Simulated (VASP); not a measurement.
Write the native input for VASP 6.6.1 that does the following.

| Property | Result |
| --- | --- |
| Task | electric field gradients |
| Functional | LDA |
| Potentials or basis | VASP PAW LDA potentials, release 64 (Ag, Br) |
| Cutoff | 400 eV |
| k mesh | 7 × 7 × 7 |
| Occupations | fermi-dirac, width 0.03 eV |
| Spin | no spin polarisation |
| Dipole correction | no |
| Further INCAR settings | ALGO = Normal; EDIFF = 1e-08; NBANDS = 16 |

The structure of AgBr lies in POSCAR:

```
AgBr
1.0
    0.0000000000      2.8860500000      2.9149105000
    2.8860500000      0.0000000000      2.9149105000
    2.8860500000      2.8860500000      0.0000000000
Ag Br
1 1
Direct
    0.5000000000      0.5000000000      0.5000000000
    0.0000000000      0.0000000000      0.0000000000
```

This cell differs from its parent crystal: zz strain of +1 %.

One way to write it, as run:

INCAR

```
ALGO     = Normal         # electronic algorithm
EDIFF    = 1E-8           # SCF threshold, eV
ENCUT    = 400            # plane-wave cutoff, eV
GGA_COMPAT= F            
ISIF     = 2              # what is computed and relaxed
ISMEAR   = -1             # smearing method
LASPH    = T              # aspherical terms in the spheres
LCHARG   = F              # write CHGCAR
LEFG     = T            
LREAL    = F              # projectors in reciprocal space
LWAVE    = F              # write WAVECAR
NBANDS   = 16             # bands
NELM     = 120            # most SCF steps
PREC     = Accurate       # precision mode
SIGMA    = 0.03           # smearing width, eV
```

KPOINTS

```
k-points
0
Gamma
  7 7 7
```

Potentials or basis: VASP PAW LDA potentials, release 64 (Ag, Br).

Run with:

```bash
$ cat potpaw_LDA.64/Ag/POTCAR potpaw_LDA.64/Br/POTCAR > POTCAR
$ mpirun -np 1 vasp_std > vasp.out
```

Results of the run:

The pressure is -5.3 GPa, the band gap on the k mesh is 0.46 eV (least direct gap 2.22 eV) and the largest electric field gradient by atom is Ag +5.5; Br -10.3 V/Å².

Caveat: the cell differs from its parent crystal (zz strain of +1 %); the cell stands under tension; without QUAD_EFG the Cq values of the log hold for a quadrupole moment of 1 mb, not for the nuclei; an odd mesh through Γ misses points on the zone boundary, where band edges can lie.

It took 46 s on 1 thread of Intel Xeon 8259CL, on a shared host, peak memory 0.15 GiB.
